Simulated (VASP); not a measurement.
Set up this calculation in VASP 6.6.1, as the native input.

```yaml
Task: single point
Functional: PBE
Potentials_or_basis: VASP PAW PBE potentials, release 64 (Al, Pt)
Cutoff: 520 eV
k_mesh: 9 × 9 × 1
Occupations: gaussian, width 0.1 eV
Spin: non-collinear spin, zero start, spin-orbit coupling
Starting_moments: "[[0.0, 0.0, 0.0], [0.0, 0.0, 0.0], [0.0, 0.0, 0.0], [0.0, 0.0, 0.0], [0.0, 0.0, 0.0], [0.0, 0.0, 0.0], [0.0, 0.0, 0.0], [0.0, 0.0, 0.0], [0.0, 0.0, 0.0]] μB"
Dipole_correction: yes
Further_INCAR_settings: ALGO = Normal; EDIFF = 1e-07; NBANDS = 67
```

The structure of Al2Pt lies in POSCAR:

```
Al2Pt
1.0
    4.2047455503      0.0000000000      0.0000000000
   -2.1023727751      3.6414164630      0.0000000000
    0.0000000000      0.0000000000     23.5829009136
Al Pt
6 3
Direct
    0.0000000000      0.0000000000      0.3280420300
    0.3333333333      0.6666666667      0.3909141119
    0.6666666667      0.3333333333      0.4634361066
    0.0000000000      0.0000000000      0.5365639001
    0.3333333333      0.6666666667      0.6090858866
    0.6666666667      0.3333333333      0.6719579656
    0.6666666667      0.3333333333      0.3559326158
    0.3333333333      0.6666666667      0.5000000015
    0.0000000000      0.0000000000      0.6440673820
```

One way to write it, as run:

INCAR

```
  PREC = Accurate
  ENCUT = 520
  EDIFF = 1E-7
  ISMEAR = 0
  SIGMA = 0.1
  LREAL = F
  LASPH = T
  NELM = 150
  ALGO = Normal
  ISIF = 2
  LWAVE = F
  LCHARG = F
  MAGMOM = 0 0 0 0 0 0 0 0 0 0 0 0 0 0 0 0 0 0 0 0 0 0 0 0 0 0 0
  LORBIT = 11
  LSORBIT = T
  GGA_COMPAT = F
  LORBMOM = T
  LMAXMIX = 4
  LDIPOL = T
  IDIPOL = 3
  DIPOL = 0.5 0.5 0.500
  GGA = PE
  NBANDS = 67
```

KPOINTS

```
Automatic mesh
0
Gamma
  9 9 1
```

Potentials or basis: VASP PAW PBE potentials, release 64 (Al, Pt).

Run with:

```bash
$ cat potpaw_PBE.64/Al/POTCAR potpaw_PBE.64/Pt/POTCAR > POTCAR
$ mpirun -np 1 vasp_ncl > vasp.out
```

Results of the run:

- Largest force: 0.088 eV/Å
- Net moment: 0.00 μB per cell
- Valence electrons inside the program's atomic spheres: Al 0.77, 0.75 (each value once); Pt 9.64, 9.69 (each value once)

Wall time 14 min on 1 thread of Intel(R) Xeon(R) 6975P-C (Granite Rapids), on a shared host, peak memory 1.3 GiB.
